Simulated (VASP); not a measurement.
Set up this calculation in VASP 6.6.1, as the native input.

```
Task                   : single point
Functional             : PBE
Potentials or basis    : VASP PAW PBE potentials, release 64 (K_sv, Al)
Cutoff                 : 520 eV
k mesh                 : 9 × 9 × 8
Occupations            : gaussian, width 0.1 eV
Spin                   : no spin polarisation
Dipole correction      : no
Further INCAR settings : ALGO = Normal; EDIFF = 1e-06; NBANDS = 18
```

The structure of KAl4 lies in POSCAR:

```
KAl4
1.0
    5.4328977370      0.0000000000      0.0000000000
   -2.7164488685      4.7050274564      0.0000000000
    0.0000000000      0.0000000000      5.2231536916
K Al
1 4
Direct
    0.0000000000      0.0000000000      0.0000000000
    0.3333333333      0.6666666667      0.0000000000
    0.6666666667      0.3333333333      0.0000000000
    0.3333333333      0.6666666667      0.5000000000
    0.6666666667      0.3333333333      0.5000000000
```

The input as run:

INCAR

```
SYSTEM = KAl4
ALGO = Normal
EDIFF = 1E-6
ENCUT = 520
GGA = PE
ISIF = 2
ISMEAR = 0
LASPH = .True.
LCHARG = .False.
LREAL = .False.
LWAVE = .False.
NBANDS = 18
NELM = 100
PREC = Accurate
SIGMA = 0.1
```

KPOINTS

```
k-points
0
Gamma
  9 9 8
  0 0 0
```

Potentials or basis: VASP PAW PBE potentials, release 64 (K_sv, Al).

Run with:

```sh
$ cat potpaw_PBE.64/K_sv/POTCAR potpaw_PBE.64/Al/POTCAR > POTCAR
$ mpirun -np 1 vasp_std > vasp.out
```

It gave:

```yaml
Pressure: 0.0 GPa
```

It took 64 s on 1 thread of Intel(R) Xeon(R) Platinum 8488C (Sapphire Rapids), on a shared host, peak memory 0.3 GiB.
